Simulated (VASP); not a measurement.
Input of a VASP 6.6.1 run:

Contents of INCAR:

```
PREC = Accurate
ENCUT = 520
EDIFF = 1E-6
ISMEAR = 0
SIGMA = 0.02
LREAL = False
LASPH = True
NELM = 80
ALGO = Normal
ISIF = 2
LWAVE = False
LCHARG = False
GGA = PE
NBANDS = 50
```

KPOINTS

```
regular mesh
0
Gamma
  6 6 6
```

The input POSCAR:

```
HfSiO4
1.0
   -3.3232915243      3.3232915243      3.0072579286
    3.3232915243     -3.3232915243      3.0072579286
    3.3232915243      3.3232915243     -3.0072579286
Hf Si O
2 2 8
Direct
    0.0000000000      0.0000000000      0.0000000000
    0.7500000000      0.2500000000      0.5000000000
    0.2500000000      0.7500000000      0.5000000000
    0.5000000000      0.5000000000      0.0000000000
    0.1347237702      0.3189037171      0.8158200531
    0.0689037171      0.7530836641      0.6841799469
    0.0689037171      0.3847237702      0.3158200531
    0.5030836641      0.3189037171      0.1841799469
    0.6810962829      0.4969163359      0.8158200531
    0.6152762298      0.9310962829      0.6841799469
    0.2469163359      0.9310962829      0.3158200531
    0.6810962829      0.8652762298      0.1841799469
```

Potentials or basis: VASP PAW PBE potentials, release 64 (Hf_pv, Si, O).

Command:

```console
$ cat potpaw_PBE.64/Hf_pv/POTCAR potpaw_PBE.64/Si/POTCAR potpaw_PBE.64/O/POTCAR > POTCAR
$ mpirun -np 1 vasp_std > vasp.out
```

Problem. What does it give for the largest force?

Solution. 0.181 eV/Å.

Problem. What does it give for the band gap on the k mesh?

Solution. 5.27 eV (least direct gap 5.59 eV).

Forces in eV/Å, atoms in the order of the input:
```
Hf   0.000  0.000  0.000
Hf   0.000  0.000  0.000
Si   0.000  0.000  0.000
Si   0.000  0.000  0.000
O    0.000 -0.125 -0.131
O    0.125  0.000 -0.131
O   -0.125  0.000 -0.131
O    0.000  0.125 -0.131
O   -0.125  0.000  0.131
O    0.000  0.125  0.131
O    0.000 -0.125  0.131
O    0.125  0.000  0.131
```

Caveat: spin-orbit coupling is left out, which moves the levels of the heavy elements. A k mesh can miss the band edges.
